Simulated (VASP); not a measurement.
# BeS (Fm-3m) in VASP: notebook

Aim: see how the results for BeS move with the level of theory and the settings. Levels: PBE-based screened hybrid, PBE, HSE06. Tasks: single point.

Program: VASP 6.6.1. These are calculated values, not measurements. Logs are shortened: lines on timing, memory, paths and dates and some standing lists are left out, and cuts for length are marked.

### Step 1. The cell of the first run

It takes space group Fm-3m (No. 225, cubic). Conventional cell: a = 4.635 Å, b = 4.635 Å, c = 4.635 Å, α = 90.00°, β = 90.00°, γ = 90.00°. Be (site symmetry m-3m) has 6 S at 2.32 Å within 3.1 Å. S (site symmetry m-3m) has 6 Be at 2.32 Å within 3.1 Å.

### Step 2. Single point, PBE-based screened hybrid

POSCAR reads:

```
BeS
1.0
    0.0000000000      2.3172971951      2.3172971951
    2.3172971951      0.0000000000      2.3172971951
    2.3172971951      2.3172971951      0.0000000000
Be S
1 1
Direct
    0.0000000000      0.0000000000      0.0000000000
    0.5000000000      0.5000000000      0.5000000000
```

INCAR.step1 reads:

```
ALGO     = Normal         # electronic algorithm
EDIFF    = 1E-5           # SCF threshold, eV
ENCUT    = 520            # plane-wave cutoff, eV
GGA      = PE             # functional
ISIF     = 2              # what is computed and relaxed
ISMEAR   = 0              # smearing method
LASPH    = True           # aspherical terms in the spheres
LREAL    = False          # projectors in reciprocal space
LWAVE    = True           # write WAVECAR
NBANDS   = 11             # bands
NELM     = 60             # most SCF steps
PREC     = Accurate       # precision mode
SIGMA    = 0.01           # smearing width, eV
```

INCAR.step2 reads:

```
AEXX     = 0.75           # exact-exchange fraction
ALGO     = Normal         # electronic algorithm
EDIFF    = 1E-7           # SCF threshold, eV
ENCUT    = 520            # plane-wave cutoff, eV
GGA      = PE             # functional
HFSCREEN = 0.1            # screening, 1/A
ISIF     = 2              # what is computed and relaxed
ISMEAR   = 0              # smearing method
ISTART   = 1            
LASPH    = True           # aspherical terms in the spheres
LCHARG   = True           # write CHGCAR
LELF     = True           # ELF
LHFCALC  = True           # exact exchange
LREAL    = False          # projectors in reciprocal space
LVHAR    = True         
LWAVE    = False          # write WAVECAR
NBANDS   = 11             # bands
NELM     = 60             # most SCF steps
PREC     = Accurate       # precision mode
PRECFOCK = Normal       
SIGMA    = 0.01           # smearing width, eV
```

KPOINTS reads:

```
k-points
0
Gamma
  4 4 4
```

Potentials or basis: VASP PAW PBE potentials, release 64 (Be, S).

Started as:

```bash
$ cat potpaw_PBE.64/Be/POTCAR potpaw_PBE.64/S/POTCAR > POTCAR
$ cp INCAR.step1 INCAR
$ mpirun -np 1 vasp_std > vasp.out
$ cp INCAR.step2 INCAR
$ mpirun -np 1 vasp_std > vasp.out
```

OUTCAR:

```text
AEXX = 0.75
   EDIFF = 1E-7
   ENCUT = 520
   GGA = PE
   HFSCREEN = 0.1
   ISIF = 2
   ISMEAR = 0
   ISTART = 1
   LASPH = True
   LHFCALC = True
   LREAL = False
   NELM = 60
   PREC = Accurate
   PRECFOCK = Normal

 ion  position               nearest neighbor table
   1  0.000  0.000  0.000-   2 2.32   2 2.32   2 2.32   2 2.32   2 2.32   2 2.32
   2  0.500  0.500  0.500-   1 2.32   1 2.32   1 2.32   1 2.32   1 2.32   1 2.32

  LATTYP: Found a face centered cubic cell.
 ALAT       =     4.6345943902

  Lattice vectors:

 A1 = (   0.0000000000,   2.3172971951,   2.3172971951)
 A2 = (   2.3172971951,   0.0000000000,   2.3172971951)
 A3 = (   2.3172971951,   2.3172971951,   0.0000000000)

Analysis of symmetry for initial positions (statically):
[... 5 lines left out ...]
 face centered cubic supercell.

 Subroutine GETGRP returns: Found 48 space group operations
 (whereof 48 operations were pure point group operations)
 out of a pool of 48 trial point group operations.

The static configuration has the point symmetry O_h .

Analysis of symmetry for dynamics (positions and initial velocities):
[... 5 lines left out ...]
 face centered cubic supercell.

 Subroutine GETGRP returns: Found 48 space group operations
 (whereof 48 operations were pure point group operations)
 out of a pool of 48 trial point group operations.

The dynamic configuration has the point symmetry O_h .

 Subroutine INISYM returns: Found 48 space group operations
 (whereof 48 operations are pure point group operations),
 and found     1 'primitive' translations

----------------------------------------------------------------------------------------

                                     Primitive cell

  volume of cell :      24.8872

  direct lattice vectors                    reciprocal lattice vectors
     0.000000000  2.317297195  2.317297195    -0.215768612  0.215768612  0.215768612
     2.317297195  0.000000000  2.317297195     0.215768612 -0.215768612  0.215768612
     2.317297195  2.317297195  0.000000000     0.215768612  0.215768612 -0.215768612

  length of vectors
     3.277153121  3.277153121  3.277153121     0.373722199  0.373722199  0.373722199

  position of ions in fractional coordinates (direct lattice)
     0.000000000  0.000000000  0.000000000
     0.500000000  0.500000000  0.500000000

  ion indices of the primitive-cell ions
   primitive index   ion index
                 1           1
                 2           2

----------------------------------------------------------------------------------------

 KPOINTS: k-points

Automatic generation of k-mesh.
 Grid dimensions read from file:
 generate k-points for:    4    4    4

 Generating k-lattice:

  Cartesian coordinates                     Fractional coordinates (reciprocal lattice)
    -0.053942153  0.053942153  0.053942153     0.250000000  0.000000000  0.000000000
     0.053942153 -0.053942153  0.053942153     0.000000000  0.250000000  0.000000000
     0.053942153  0.053942153 -0.053942153     0.000000000  0.000000000  0.250000000

  Length of vectors
     0.093430550  0.093430550  0.093430550

  Shift w.r.t. Gamma in fractional coordinates (k-lattice)
     0.000000000  0.000000000  0.000000000

 Subroutine IBZKPT returns following result:
 ===========================================

 Found      8 irreducible k-points:

 Following reciprocal coordinates:
            Coordinates               Weight
  0.000000  0.000000  0.000000      1.000000
  0.250000  0.000000  0.000000      8.000000
  0.500000  0.000000  0.000000      4.000000
  0.250000  0.250000  0.000000      6.000000
  0.500000  0.250000  0.000000     24.000000
 -0.250000  0.250000  0.000000     12.000000
  0.500000  0.500000  0.000000      3.000000
 -0.250000  0.500000  0.250000      6.000000
   k-points           NKPTS =      8   k-points in BZ     NKDIM =     64   number of bands    NBANDS=     11
   number of dos      NEDOS =    301   number of ions     NIONS =      2
   total plane-waves  NPLWV =  13824
   dimension x,y,z NGX =    24 NGY =   24 NGZ =   24
   dimension x,y,z NGXF=    48 NGYF=   48 NGZF=   48
   ions per type =               1   1
   NGX,Y,Z   is equivalent  to a cutoff of  12.17, 12.17, 12.17 a.u.
   NGXF,Y,Z  is equivalent  to a cutoff of  24.35, 24.35, 24.35 a.u.
 SYSTEM =  unknown system
   PREC   = accura    normal or accurate (medium, high low for compatibility)
   ISTART =      1    job   : 0-new  1-cont  2-samecut
   ICHARG =      0    charge: 1-file 2-atom 10-const
   ISPIN  =      1    spin polarized calculation?
   LNONCOLLINEAR =      F non collinear calculations
   LSORBIT =      F    spin-orbit coupling
   LASPH  =      T    aspherical Exc in radial PAW
   ENCUT  =  520.0 eV  38.22 Ry    6.18 a.u.   6.09  6.09  6.09*2*pi/ulx,y,z
   NELM   =     60;   NELMIN=  2; NELMDL=  0     # of ELM steps
   EDIFF  = 0.1E-06   stopping-criterion for ELM
   LREAL  =      F    real-space projection
[... 51 lines left out ...]

  energy without entropy =      -13.80019457  energy(sigma->0) =      -13.80019457

 E-fermi :   3.9621     XC(G=0):  -4.5316

 val. band max:        3.9145289655   @ k =   0.0000   0.0000   0.0000
 cond. band min:       8.9404968110   @ k =   0.5000   0.5000   0.0000
 fundamental gap:      5.0259678456
 Fermi energy:         3.9620674434

 k-point     1 :       0.0000    0.0000    0.0000
  band No.  band energies     occupation
      1     -15.3986      2.00000
      2       3.9145      2.00000
      3       3.9145      2.00000
      4       3.9145      2.00000
      5      14.4207      0.00000
      6      17.7104      0.00000
      7      17.7104      0.00000
      8      17.7104      0.00000
      9      19.5533      0.00000
     10      19.5533      0.00000
     11      19.5533      0.00000

 k-point     2 :       0.2500    0.0000    0.0000
  band No.  band energies     occupation
      1     -14.2600      2.00000
      2      -0.9296      2.00000
      3       3.7189      2.00000
      4       3.7189      2.00000
      5      13.9325      0.00000
      6      14.7061      0.00000
      7      14.7061      0.00000
      8      19.5112      0.00000
      9      20.4132      0.00000
     10      20.6162      0.00000
     11      20.6162      0.00000

 k-point     3 :       0.5000    0.0000    0.0000
  band No.  band energies     occupation
      1     -12.4562      2.00000
      2      -5.1051      2.00000
      3       3.6212      2.00000
      4       3.6212      2.00000
      5      12.5257      0.00000
      6      12.5257      0.00000
      7      12.7274      0.00000
      8      20.0109      0.00000
      9      25.8353      0.00000
     10      25.8636      0.00000
     11      25.8636      0.00000

 k-point     4 :       0.2500    0.2500    0.0000
  band No.  band energies     occupation
      1     -13.8487      2.00000
      2       0.3328      2.00000
      3       1.7522      2.00000
      4       1.7522      2.00000
      5      11.5291      0.00000
      6      14.2546      0.00000
      7      18.8208      0.00000
      8      19.6537      0.00000
      9      19.6537      0.00000
     10      23.3116      0.00000
     11      24.4370      0.00000

 k-point     5 :       0.5000    0.2500    0.0000
  band No.  band energies     occupation
      1     -11.9304      2.00000
      2      -3.6804      2.00000
      3      -0.2493      2.00000
      4       1.5423      2.00000
      5      10.8511      0.00000
      6      16.3151      0.00000
      7      16.7302      0.00000
      8      19.0247      0.00000
      9      22.3901      0.00000
     10      26.7795      0.00000
     11      26.7841      0.00000

 k-point     6 :      -0.2500    0.2500    0.0000
  band No.  band energies     occupation
      1     -12.6542      2.00000
      2      -2.5016      2.00000
      3      -0.8927      2.00000
      4       3.3950      2.00000
      5      12.4616      0.00000
      6      13.8841      0.00000
      7      18.3749      0.00000
      8      18.4573      0.00000
      9      21.4448      0.00000
     10      22.9801      0.00000
     11      25.3931      0.00000

 k-point     7 :       0.5000    0.5000    0.0000
  band No.  band energies     occupation
      1     -11.1044      2.00000
      2      -4.4262      2.00000
      3       0.2312      2.00000
      4       0.2312      2.00000
      5       8.9405      0.00000
      6      12.4609      0.00000
      7      22.1996      0.00000
      8      22.1996      0.00000
      9      24.3521      0.00000
     10      25.7024      0.00000
     11      28.8668      0.00000

 k-point     8 :      -0.2500    0.5000    0.2500
  band No.  band energies     occupation
      1     -11.0620      2.00000
      2      -2.6186      2.00000
      3      -2.6186      2.00000
      4      -0.5474      2.00000
      5      13.5924      0.00000
      6      14.6254      0.00000
      7      18.4243      0.00000
      8      18.4243      0.00000
      9      23.7508      0.00000
     10      23.7508      0.00000
     11      29.0236      0.00000

------------------------ aborting loop because EDIFF is reached ----------------------------------------

  FORCE on cell =-STRESS in cart. coord.  units (eV):
  Direction    XX          YY          ZZ          XY          YZ          ZX
  --------------------------------------------------------------------------------------
  -------------------------------------------------------------------------------------
  Total       -0.7312407     -0.7312407     -0.7312407     -0.0000000     -0.0000000      0.0000000
  in kB      -47.0755842    -47.0755842    -47.0755842     -0.0000000     -0.0000000      0.0000000
  external PRESSURE =     -47.0755842 kB  Pullay stress =       0.0000000 kB

 VOLUME and BASIS-vectors are now :
 -----------------------------------------------------------------------------
  energy-cutoff  :      520.00
  volume of cell :       24.89
      direct lattice vectors                 reciprocal lattice vectors
     0.000000000  2.317297195  2.317297195    -0.215768612  0.215768612  0.215768612
     2.317297195  0.000000000  2.317297195     0.215768612 -0.215768612  0.215768612
     2.317297195  2.317297195  0.000000000     0.215768612  0.215768612 -0.215768612

 POSITION                                       TOTAL-FORCE (eV/Angst)
 -----------------------------------------------------------------------------------
      0.00000      0.00000      0.00000        -0.000000      0.000000     -0.000000
      2.31730      2.31730      2.31730         0.000000      0.000000      0.000000
 -----------------------------------------------------------------------------------
    total drift:                               -0.000000     -0.000001     -0.000001

  FREE ENERGIE OF THE ION-ELECTRON SYSTEM (eV)
  ---------------------------------------------------
  free  energy   TOTEN  =       -13.8001945706 eV

  energy  without entropy=      -13.8001945706  energy(sigma->0) =      -13.80019457
```

It took 68 s on 1 thread of Intel Xeon Platinum 8488C (Sapphire Rapids), shared host; peak memory 0.23 GiB.

Results:

```yaml
Free_energy: -13.8002 eV
Pressure: -4.7 GPa
Band_gap_on_the_k_mesh: 5.03 eV, indirect (least direct gap 8.71 eV)
```

Caveat: the k points lie up to 0.59 Å⁻¹ apart; the PAW data sets were made with another functional, which shifts forces and pressure a little. A k mesh can miss the band edges.

### Step 3. Single point, PBE-based screened hybrid

POSCAR is that of step 2.

INCAR.step1 reads:

```
  PREC = Accurate
  ENCUT = 520
  EDIFF = 1E-5
  ISMEAR = 0
  SIGMA = 0.01
  LREAL = False
  LASPH = True
  NELM = 100
  ALGO = Normal
  ISIF = 2
  LWAVE = True
  LCHARG = False
  GGA = PE
  NBANDS = 11
```

INCAR.step2 reads:

```
  PREC = Accurate
  ENCUT = 520
  EDIFF = 1E-6
  ISMEAR = 0
  SIGMA = 0.01
  LREAL = False
  LASPH = True
  NELM = 100
  ALGO = Normal
  ISIF = 2
  LWAVE = False
  LCHARG = False
  GGA = PE
  LHFCALC = True
  AEXX = 0.75
  HFSCREEN = 0.5
  PRECFOCK = Normal
  ISTART = 1
  NBANDS = 11
```

KPOINTS reads:

```
regular mesh
0
Gamma
  4 4 4
```

Potentials or basis: VASP PAW PBE potentials, release 64 (Be, S).

Started as:

```bash
$ cat potpaw_PBE.64/Be/POTCAR potpaw_PBE.64/S/POTCAR > POTCAR
$ cp INCAR.step1 INCAR
$ mpirun -np 1 vasp_std > vasp.out
$ cp INCAR.step2 INCAR
$ mpirun -np 1 vasp_std > vasp.out
```

Wall time 61 s (1 thread of Intel Xeon Platinum 8488C (Sapphire Rapids), shared host); peak memory 0.23 GiB.

The run converged. Its results:

| Quantity | Value |
| --- | --- |
| Free energy | -10.9217 eV |
| Pressure | -2.2 GPa |
| Band gap on the k mesh | 2.29 eV, indirect (least direct gap 5.67 eV) |

Levels at points of the mesh, in eV from the valence-band top:
| k point | band 1 | band 2 | band 3 | band 4 | band 5 | band 6 | band 7 | band 8 | band 9 |
| --- | --- | --- | --- | --- | --- | --- | --- | --- | --- |
| (0.00, 0.00, 0.00) | -18.21 | 0.00 | 0.00 | 0.00 | 7.48 | 10.81 | 10.81 | 10.81 | 12.30 |
| (0.50, 0.00, 0.00) | -15.45 | -8.18 | -0.34 | -0.34 | 5.73 | 5.73 | 5.96 | 12.78 | 18.48 |
| (0.50, 0.50, 0.00) | -14.21 | -7.58 | -3.38 | -3.38 | 2.29 | 5.83 | 14.83 | 14.83 | 16.94 |

Caveat: the k points lie up to 0.59 Å⁻¹ apart; the PAW data sets were made with another functional, which shifts forces and pressure a little. A k mesh can miss the band edges.

### Step 4. Single point, PBE

INCAR reads:

```
PREC = Accurate ; ENCUT = 600
EDIFF = 1E-6 ; ISMEAR = 0
SIGMA = 0.01 ; LREAL = False
LASPH = True ; NELM = 120
ALGO = Normal ; ISIF = 2
LWAVE = False ; LCHARG = False
GGA = PE ; NBANDS = 11
GGA_COMPAT = False
```

KPOINTS is that of step 3.

POSCAR is that of step 3.

Started as:

```bash
$ cat potpaw_PBE.64/Be/POTCAR potpaw_PBE.64/S/POTCAR > POTCAR
$ mpirun -np 1 vasp_std > vasp.out
```

Run time: 4.9 s. Hardware: 1 thread of Intel Xeon 8259CL, shared host; peak memory 0.14 GiB.

Results (log left out):

```yaml
Free_energy: -8.7458 eV
Pressure: 1.1 GPa
Band_gap_on_the_k_mesh: 1.24 eV, indirect (least direct gap 4.12 eV)
```

Levels at points of the mesh, in eV from the valence-band top:
| k point | band 1 | band 2 | band 3 | band 4 | band 5 | band 6 | band 7 | band 8 | band 9 |
| --- | --- | --- | --- | --- | --- | --- | --- | --- | --- |
| (0.00, 0.00, 0.00) | -14.79 | 0.00 | 0.00 | 0.00 | 5.57 | 9.11 | 9.11 | 9.11 | 9.83 |
| (0.50, 0.00, 0.00) | -12.53 | -6.93 | -0.20 | -0.20 | 4.19 | 4.19 | 4.41 | 10.44 | 15.80 |
| (0.50, 0.50, 0.00) | -11.48 | -6.49 | -2.88 | -2.88 | 1.24 | 4.61 | 12.03 | 12.03 | 13.86 |

Caveat: the k points lie up to 0.59 Å⁻¹ apart. A k mesh can miss the band edges.

### Step 5. Single point, HSE06

POSCAR is that of step 4.

INCAR.step1 reads:

```
PREC = Accurate ; ENCUT = 520
EDIFF = 1E-5 ; ISMEAR = 0
SIGMA = 0.01 ; LREAL = False
LASPH = True ; NELM = 60
ALGO = Normal ; ISIF = 2
LWAVE = True ; LCHARG = False
GGA = PE ; NBANDS = 11
```

INCAR.step2 reads:

```
PREC = Accurate ; ENCUT = 520
EDIFF = 1E-6 ; ISMEAR = 0
SIGMA = 0.01 ; LREAL = False
LASPH = True ; NELM = 60
ALGO = Normal ; ISIF = 2
LWAVE = False ; LCHARG = False
GGA = PE ; LHFCALC = True
HFSCREEN = 0.2079 ; PRECFOCK = Normal
ISTART = 1 ; NBANDS = 11
```

KPOINTS is that of step 4.

Started as:

```bash
$ cat potpaw_PBE.64/Be/POTCAR potpaw_PBE.64/S/POTCAR > POTCAR
$ cp INCAR.step1 INCAR
$ mpirun -np 1 vasp_std > vasp.out
$ cp INCAR.step2 INCAR
$ mpirun -np 1 vasp_std > vasp.out
```

It took 2.4 min on 1 thread of Intel Xeon 8259CL, shared host; peak memory 0.24 GiB.

The run converged. Its results:

```
Free energy            : -10.0444 eV
Pressure               : -0.7 GPa
Band gap on the k mesh : 2.07 eV, indirect (least direct gap 5.21 eV)
```

Levels at points of the mesh, in eV from the valence-band top:
```tsv
k point	band 1	band 2	band 3	band 4	band 5	band 6	band 7	band 8	band 9
(0.00, 0.00, 0.00)	-16.29	0.00	0.00	0.00	6.79	10.27	10.27	10.27	11.35
(0.50, 0.00, 0.00)	-13.80	-7.62	-0.23	-0.23	5.25	5.25	5.47	11.92	17.43
(0.50, 0.50, 0.00)	-12.65	-7.09	-3.14	-3.14	2.07	5.53	13.70	13.70	15.64
```

Caveat: the k points lie up to 0.59 Å⁻¹ apart; the PAW data sets were made with another functional, which shifts forces and pressure a little.

### Step 6. Summary

| level | cutoff (eV) | grid for exact exchange (PRECFOCK) | share of exact exchange | screening parameter | gap on the mesh (eV) | pressure (GPa) |
| --- | --- | --- | --- | --- | --- | --- |
| PBE-based screened hybrid | 520 | Normal | 0.75 | 0.1 1/Å | 5.03 | -4.7 |
| PBE-based screened hybrid | 520 | Normal | 0.75 | 0.5 1/Å | 2.29 | -2.2 |
| PBE | 600 | - | - | - | 1.24 | 1.1 |
| HSE06 | 520 | Normal | - | 0.2079 1/Å | 2.07 | -0.7 |

Alike in all rows: task single point; potentials or basis VASP PAW PBE potentials, release 64 (Be, S); no spin polarisation; cell as given; k mesh 4 × 4 × 4; smearing gaussian 0.01 eV.

Caveats: all runs use coarse meshes; the PAW data sets were made with another functional, which shifts forces and pressure a little (some runs).

Total energies depend on the potentials used, so only differences within one code and one set of settings carry meaning.
